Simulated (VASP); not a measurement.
A run of VASP 6.6.1 is set up as follows.

File POSCAR:

```
Sn
1.0
    5.5086897215      0.0000000000      0.0000000000
   -2.7543448608      4.7706652404      0.0000000000
    0.0000000000      0.0000000000      3.3432240412
Sn
3
Direct
    1.0000000000      1.0000000000      0.0000000000
    0.3333333333      0.6666666667      0.5000000000
    0.6666666667      0.3333333333      0.5000000000
```

The input INCAR.step1:

```
SYSTEM = Sn
PREC = Accurate ; ENCUT = 520
ISMEAR = -1 ; SIGMA = 0.1
LREAL = .False. ; LASPH = .True.
NELM = 100 ; NBANDS = 28
GGA = PE ; ALGO = Normal
EDIFF = 1E-4 ; LWAVE = .True.
LCHARG = .False.
```

INCAR.step2

```
SYSTEM = Sn
PREC = Accurate ; ENCUT = 520
EDIFF = 1E-7 ; ISMEAR = -1
SIGMA = 0.1 ; LREAL = .False.
LASPH = .True. ; NELM = 100
ALGO = Normal ; ISIF = 2
LWAVE = .False. ; LCHARG = .False.
METAGGA = R2SCAN ; LMIXTAU = .True.
NBANDS = 28 ; ISTART = 1
```

Contents of KPOINTS:

```
regular mesh
0
Gamma
  8 8 11
  0 0 0
```

Potentials or basis: VASP PAW PBE potentials, release 64 (Sn_d).

The run is started by

```console
$ cat potpaw_PBE.64/Sn_d/POTCAR > POTCAR
$ cp INCAR.step1 INCAR
$ mpirun -np 1 vasp_std > vasp.out
$ cp INCAR.step2 INCAR
$ mpirun -np 1 vasp_std > vasp.out
```

Problem. What does it give for the band gap on the k mesh?

Solution. Zero (bands 21 and 22 overlap by 3.81 eV).

Problem. What does it give for the pressure?

Solution. -3.0 GPa.

Stress tensor (GPa, compression positive):
```
-2.18  0.00  0.00
 0.00 -2.18  0.00
 0.00  0.00 -4.53
```

Caveat: the PAW data sets were made with another functional, which shifts forces and pressure a little; spin-orbit coupling is left out, which moves the levels of the heavy elements.
